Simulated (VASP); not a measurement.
Runs of VASP 6.6.1 on Sr. The structure is that of space group Fm-3m (No. 225), or close to it. The cells are those of the table. 

```tsv
cell	pressure (GPa)
a = 4.212 Å, angles 60.0°, 1 atom	(b)
a = 4.159 Å, angles 60.0°, 1 atom	(a)
a = 4.263 Å, angles 60.0°, 1 atom	-1.3
a = 4.050 Å, angles 60.0°, 1 atom	0.5
a = 3.934 Å, angles 60.0°, 1 atom	2.1
```

Alike in all rows: task single point; level LDA; potentials or basis VASP PAW LDA potentials, release 64 (Sr_sv); no spin polarisation; k mesh 15 × 15 × 15; cutoff (eV) 520; smearing fermi-dirac 0.1 eV.

Question: Estimate the missing entries.

Answer: (a) -0.5; (b) -1.0.
